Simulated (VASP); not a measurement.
# LiCl (P4/mmm) in VASP: a series of runs

The runs below take LiCl through vibrations by perturbation theory, elastic constants, with PBE.

Program: VASP 6.6.1. These are calculated values, not measurements. Logs are shortened: lines on timing, memory, paths and dates and some standing lists are left out, and cuts for length are marked.

### 1 The cell of the first run

The structure is tetragonal, space group P4/mmm (No. 123). Conventional cell: a = 3.435 Å, b = 3.435 Å, c = 5.547 Å, α = 90.00°, β = 90.00°, γ = 90.00°. Within 3.2 Å of Li (site symmetry 4/mmm) lie 4 Cl at 2.43 Å. Cl (site symmetry 4/mmm) has 4 Li at 2.43 Å within 3.2 Å.

### 2 Vibrations by perturbation theory, PBE

INCAR reads:

```
SYSTEM = LiCl
ALGO = Normal
EDIFF = 1E-8
ENCUT = 520
GGA = PE
IBRION = 8
ISIF = 2
ISMEAR = 0
LASPH = .True.
LCHARG = .False.
LEPSILON = .True.
LREAL = .False.
LWAVE = .False.
NELM = 100
NSW = 1
PREC = Accurate
SIGMA = 0.01
```

KPOINTS reads:

```
k-points
0
Gamma
  8 8 4
  0 0 0
```

POSCAR reads:

```
LiCl
1.0
    3.4352779598      0.0000000000      0.0000000000
    0.0000000000      3.4352779598      0.0000000000
    0.0000000000      0.0000000000      5.5468763175
Li Cl
1 1
Direct
    0.0000000000      0.0000000000      0.0000000000
    0.5000000000      0.5000000000      0.0000000000
```

Potentials or basis: VASP PAW PBE potentials, release 64 (Li_sv, Cl).

The run is started by

```
$ cat potpaw_PBE.64/Li_sv/POTCAR potpaw_PBE.64/Cl/POTCAR > POTCAR
$ mpirun -np 1 vasp_std > vasp.out
```

OUTCAR:

```text
SYSTEM = LiCl
   EDIFF = 1E-8
   ENCUT = 520
   GGA = PE
   IBRION = 8
   ISIF = 2
   ISMEAR = 0
   LASPH = .True.
   LEPSILON = .True.
   LREAL = .False.
   NELM = 100
   NSW = 1
   PREC = Accurate

 ion  position               nearest neighbor table
   1  0.000  0.000  0.000-   2 2.43   2 2.43   2 2.43   2 2.43
   2  0.500  0.500  0.000-   1 2.43   1 2.43   1 2.43   1 2.43

  LATTYP: Found a simple tetragonal cell.
 ALAT       =     3.4352779598
 C/A-ratio  =     1.6146804953

  Lattice vectors:

 A1 = (   3.4352779598,   0.0000000000,   0.0000000000)
 A2 = (   0.0000000000,   3.4352779598,   0.0000000000)
 A3 = (   0.0000000000,   0.0000000000,   5.5468763175)

Analysis of symmetry for initial positions (statically):
=====================================================================
 Subroutine PRICEL returns:
 Original cell was already a primitive cell.

 Routine SETGRP: Setting up the symmetry group for a
 simple tetragonal supercell.

 Subroutine GETGRP returns: Found 16 space group operations
 (whereof 16 operations were pure point group operations)
 out of a pool of 16 trial point group operations.

The static configuration has the point symmetry D_4h.

Analysis of symmetry for dynamics (positions and initial velocities):
=====================================================================
 Subroutine PRICEL returns:
 Original cell was already a primitive cell.

 Routine SETGRP: Setting up the symmetry group for a
 simple tetragonal supercell.

 Subroutine GETGRP returns: Found 16 space group operations
 (whereof 16 operations were pure point group operations)
 out of a pool of 16 trial point group operations.

The dynamic configuration has the point symmetry D_4h.

 Subroutine INISYM returns: Found 16 space group operations
 (whereof 16 operations are pure point group operations),
 and found     1 'primitive' translations

----------------------------------------------------------------------------------------

                                     Primitive cell

  volume of cell :      65.4594

  direct lattice vectors                    reciprocal lattice vectors
     3.435277960  0.000000000  0.000000000     0.291097260  0.000000000  0.000000000
     0.000000000  3.435277960  0.000000000     0.000000000  0.291097260  0.000000000
     0.000000000  0.000000000  5.546876317     0.000000000  0.000000000  0.180281647

  length of vectors
     3.435277960  3.435277960  5.546876317     0.291097260  0.291097260  0.180281647

  position of ions in fractional coordinates (direct lattice)
     0.000000000  0.000000000  0.000000000
     0.500000000  0.500000000  0.000000000

  ion indices of the primitive-cell ions
   primitive index   ion index
                 1           1
                 2           2

----------------------------------------------------------------------------------------

 KPOINTS: k-points

Automatic generation of k-mesh.
 Grid dimensions read from file:
 generate k-points for:    8    8    4

 Generating k-lattice:

  Cartesian coordinates                     Fractional coordinates (reciprocal lattice)
[... 451 lines left out ...]

--------------------------------------- Ionic step        3  -------------------------------------------

------------------------ aborting loop because EDIFF is reached ----------------------------------------

 PIEZOELECTRIC TENSOR FIELD DIRECTION 3  (e Angst)
 -----------------------------------------------------------------------------
    -0.00004  0.00000  0.00000           (  0.00000  0.00000  0.00000)
     0.00000 -0.00004  0.00000           (  0.00000  0.00000  0.00000)
     0.00000  0.00000 -0.00062           (  0.00000  0.00000  0.00000)

 PIEZOELECTRIC TENSOR FIELD DIRECTION 3  (C/m^2)
 -----------------------------------------------------------------------------
    -0.00001  0.00000  0.00000
     0.00000 -0.00001  0.00000
     0.00000  0.00000 -0.00015

--------------------------------------- Ionic step        4  -------------------------------------------

------------------------ aborting loop because EDIFF is reached ----------------------------------------

[... ionic steps 5 to 5 ...]

--------------------------------------- Ionic step        6  -------------------------------------------

------------------------ aborting loop because EDIFF is reached ----------------------------------------

--------------------------------------- Ionic step        7  -------------------------------------------

------------------------ aborting loop because EDIFF is reached ----------------------------------------

[... ionic steps 8 to 8 ...]

--------------------------------------- Ionic step        9  -------------------------------------------

 Free energy of the ion-electron system (eV)
  ---------------------------------------------------
  ---------------------------------------------------
  free energy    TOTEN  =        -0.21517077 eV

  energy without entropy =       -0.21517077

------------------------ aborting loop because EDIFF is reached ----------------------------------------

 INTERNAL STRAIN TENSOR  FOR ION    2  DIRECTION 3   (eV/Angst):
 -----------------------------------------------------------------------------
    -0.00000  0.00000  0.00000
     0.00000 -0.00000  0.00000
     0.00000  0.00000  0.00272

 MACROSCOPIC STATIC DIELECTRIC TENSOR (including local field effects in DFT)
 ------------------------------------------------------
           2.029669     0.000000    -0.000000
           0.000000     2.029669    -0.000000
           0.000000     0.000000     1.620706
 ------------------------------------------------------

 PIEZOELECTRIC TENSOR (including local field effects)  for field in x, y, z        (e  Angst)
          XX          YY          ZZ          XY          YZ          ZX
  --------------------------------------------------------------------------------
  x     0.00000     0.00000     0.00000     0.00000     0.00000     0.00000
  y     0.00000     0.00000     0.00000     0.00000     0.00000     0.00000
  z     0.00000     0.00000     0.00000     0.00000     0.00000     0.00000

 PIEZOELECTRIC TENSOR (including local field effects)  for field in x, y, z        (C/m^2)
          XX          YY          ZZ          XY          YZ          ZX
  --------------------------------------------------------------------------------
  x     0.00000     0.00000     0.00000     0.00000     0.00000     0.00000
  y     0.00000     0.00000     0.00000     0.00000     0.00000     0.00000
  z     0.00000     0.00000     0.00000     0.00000     0.00000     0.00000

 BORN EFFECTIVE CHARGES (including local field effects) (in |e|, cummulative output)
 ---------------------------------------------------------------------------------
 ion    1
    1     1.28165     0.00000     0.00000
    2     0.00000     1.28165     0.00000
    3     0.00000     0.00000     0.50401
 ion    2
    1    -1.28165     0.00000     0.00000
    2     0.00000    -1.28165     0.00000
    3    -0.00000     0.00000    -0.50401

 INTERNAL STRAIN TENSOR FOR ION    2 for displacements in x,y,z  (eV/Angst):
          X           Y           Z          XY          YZ          ZX
  --------------------------------------------------------------------------------
  x     0.00000     0.00000     0.00000     0.00000     0.00000     0.00000
  y     0.00000     0.00000     0.00000     0.00000     0.00000     0.00000
  z     0.00000     0.00000     0.00000     0.00000     0.00000     0.00000

 SECOND DERIVATIVES (NOT SYMMETRIZED)
 ------------------------------------
               1X          1Y          1Z          2X          2Y          2Z
  1X    -1.646765    0.000000    0.000000    1.646765    0.000000    0.000000
  1Y     0.000000   -1.646765    0.000000    0.000000    1.646765    0.000000
  1Z     0.000000   -0.000000   -0.643822    0.000000    0.000000    0.643822
  2X     1.675037    0.000000    0.000000   -1.675037    0.000000    0.000000
  2Y     0.000000    1.675037    0.000000    0.000000   -1.675037    0.000000
  2Z    -0.000000    0.000000    0.678023    0.000000   -0.000000   -0.678023

 Eigenvectors and eigenvalues of the dynamical matrix
 ----------------------------------------------------

   1 f  =    8.304302 THz    52.177470 2PiTHz  277.001709 cm-1    34.343819 meV
             X         Y         Z           dx          dy          dz
      0.000000  0.000000  0.000000     0.912441   -0.000000    0.000000
      1.717639  1.717639  0.000000    -0.409208   -0.000000    0.000000
[... 21 lines left out ...]
   6 f/i=    0.050905 THz     0.319843 2PiTHz    1.697994 cm-1     0.210524 meV
             X         Y         Z           dx          dy          dz
      0.000000  0.000000  0.000000     0.000000   -0.000000   -0.415218
      1.717639  1.717639  0.000000    -0.000000    0.000000   -0.909722

--------------------------------------------------------------------------------------------------------

 MACROSCOPIC STATIC DIELECTRIC TENSOR IONIC CONTRIBUTION
 ------------------------------------------------------
           2.733853    -0.000000     0.000000
          -0.000000     2.733853     0.000000
           0.000000     0.000000     1.062139
 ------------------------------------------------------

 ELASTIC MODULI CONTR FROM IONIC RELAXATION (kBar)
 Direction    XX          YY          ZZ          XY          YZ          ZX
 --------------------------------------------------------------------------------
 XX           0.0000      0.0000      0.0000      0.0000      0.0000      0.0000
 YY           0.0000      0.0000      0.0000      0.0000      0.0000      0.0000
 ZZ           0.0000      0.0000      0.0000      0.0000      0.0000      0.0000
 XY           0.0000      0.0000      0.0000      0.0000      0.0000      0.0000
 YZ           0.0000      0.0000      0.0000      0.0000      0.0000      0.0000
 ZX           0.0000      0.0000      0.0000      0.0000      0.0000      0.0000
 --------------------------------------------------------------------------------

 PIEZOELECTRIC TENSOR IONIC CONTR  for field in x, y, z        (C/m^2)
          XX          YY          ZZ          XY          YZ          ZX
  --------------------------------------------------------------------------------
  x     0.00000     0.00000     0.00000     0.00000     0.00000     0.00000
  y     0.00000     0.00000     0.00000     0.00000     0.00000     0.00000
  z     0.00000     0.00000     0.00000     0.00000     0.00000     0.00000
```

It took 22 min on 1 thread of Oxide Virtual Turin-like, shared host; peak memory 0.28 GiB.

Results:

| Item | Value |
| --- | --- |
| Electronic dielectric tensor (diagonal) | 2.03, 2.03, 1.62 |
| Born charges (mean of the diagonal) | Li +1.02; Cl -1.02 e |
| Highest phonon frequency at Γ, LO-TO splitting left out | 277 cm⁻¹ |

Phonon frequencies in cm⁻¹ (negative: imaginary):
```csv
q point,frequencies
"(0.000, 0.000, 0.000)",-2 -1 -1 174 277 277
```

Electronic dielectric tensor:
```
2.03 0.00 0.00
0.00 2.03 0.00
0.00 0.00 1.62
```

Born effective charge tensors (e):
atom 1, Li
```
1.28 0.00 0.00
0.00 1.28 0.00
0.00 0.00 0.50
```
atom 2, Cl
```
-1.28  0.00  0.00
 0.00 -1.28  0.00
 0.00  0.00 -0.50
```

Caveat: the cutoff is under 1.25 times the usual one of these potentials, so pressure, stress and relaxed cells hold a basis-set (Pulay) error.

### 3 Elastic constants, PBE

INCAR reads:

```
SYSTEM = LiCl
PREC = Accurate
ENCUT = 600
EDIFF = 1E-8
ISMEAR = 0
SIGMA = 0.01
LREAL = .FALSE.
LASPH = .TRUE.
NELM = 100
ALGO = Normal
ISIF = 3
LWAVE = .FALSE.
LCHARG = .FALSE.
GGA = PE
NBANDS = 12
IBRION = 6
NFREE = 2
POTIM = 0.015
NSW = 1
```

KPOINTS reads:

```
Automatic mesh
0
G
  8 8 4
  0 0 0
```

POSCAR is that of step 2.

Potentials or basis: VASP PAW PBE potentials, release 64 (Li_sv, Cl).

The run is started by

```
$ cat potpaw_PBE.64/Li_sv/POTCAR potpaw_PBE.64/Cl/POTCAR > POTCAR
$ mpirun -np 1 vasp_std > vasp.out
```

OUTCAR:

```text
SYSTEM = LiCl
   PREC = Accurate
   ENCUT = 600
   EDIFF = 1E-8
   ISMEAR = 0
   LREAL = .FALSE.
   LASPH = .TRUE.
   NELM = 100
   ISIF = 3
   GGA = PE
   IBRION = 6
   NFREE = 2
   POTIM = 0.015
   NSW = 1

 ion  position               nearest neighbor table
   1  0.000  0.000  0.000-   2 2.43   2 2.43   2 2.43   2 2.43
   2  0.500  0.500  0.000-   1 2.43   1 2.43   1 2.43   1 2.43
[... 813 lines left out ...]
             X         Y         Z           dx          dy          dz
      0.000000  0.000000  0.000000     0.000000   -0.914004    0.000000
      1.717639  1.717639  0.000000     0.000000    0.405706    0.000000
[... 21 lines left out ...]
   6 f/i=    0.036091 THz     0.226767 2PiTHz    1.203871 cm-1     0.149261 meV
             X         Y         Z           dx          dy          dz
      0.000000  0.000000  0.000000     0.000000    0.000000   -0.400143
      1.717639  1.717639  0.000000     0.000000    0.000000   -0.916453

--------------------------------------------------------------------------------------------------------

 ELASTIC MODULI CONTR FROM IONIC RELAXATION (kBar)
 Direction    XX          YY          ZZ          XY          YZ          ZX
 --------------------------------------------------------------------------------
 XX           0.0000      0.0000      0.0000      0.0000      0.0000      0.0000
 YY           0.0000      0.0000      0.0000      0.0000      0.0000      0.0000
 ZZ           0.0000      0.0000      0.0000      0.0000      0.0000      0.0000
 XY           0.0000      0.0000      0.0000      0.0000      0.0000      0.0000
 YZ           0.0000      0.0000      0.0000      0.0000      0.0000      0.0000
 ZX           0.0000      0.0000      0.0000      0.0000      0.0000      0.0000
 --------------------------------------------------------------------------------

 TOTAL ELASTIC MODULI (kBar)
 Direction    XX          YY          ZZ          XY          YZ          ZX
 --------------------------------------------------------------------------------
 XX         574.7541    107.9930     -2.4120      0.0000     -0.0000      0.0000
 YY         107.9930    574.7541     -2.4120      0.0000      0.0000      0.0000
 ZZ          -2.4120     -2.4120      1.9045      0.0000      0.0000      0.0000
 XY           0.0000      0.0000      0.0000    107.0286      0.0000      0.0000
 YZ          -0.0000      0.0000      0.0000      0.0000     -2.1016      0.0000
 ZX           0.0000      0.0000      0.0000      0.0000      0.0000     -2.1016
 --------------------------------------------------------------------------------
```

Wall time 24 min (1 thread of Oxide Virtual Turin-like, shared host); peak memory 0.26 GiB.

Results:

```yaml
Voigt_bulk_modulus: 15 GPa
Highest_phonon_frequency_at_Γ_LO-TO_splitting_left_out: 278 cm⁻¹
```

Phonon frequencies in cm⁻¹ (negative: imaginary):
| q point | frequencies |
| --- | --- |
| (0.000, 0.000, 0.000) | -1 0 0 179 278 278 |

Elastic tensor in Voigt notation (GPa, in the Cartesian axes of the cell as first typed):
```
57 11  0  0  0  0
11 57  0  0  0  0
 0  0  0  0  0  0
 0  0  0  0  0  0
 0  0  0  0  0  0
 0  0  0  0  0 11
```

Clamped-ion elastic tensor (GPa):
```
57 11  0  0  0  0
11 57  0  0  0  0
 0  0  0  0  0  0
 0  0  0  0  0  0
 0  0  0  0  0  0
 0  0  0  0  0 11
```

Caveat: the cutoff is under 1.25 times the usual one of these potentials, so pressure, stress and relaxed cells hold a basis-set (Pulay) error; the elastic tensor has a negative eigenvalue, so either the cell is unstable as it stands or the mesh is too thin.
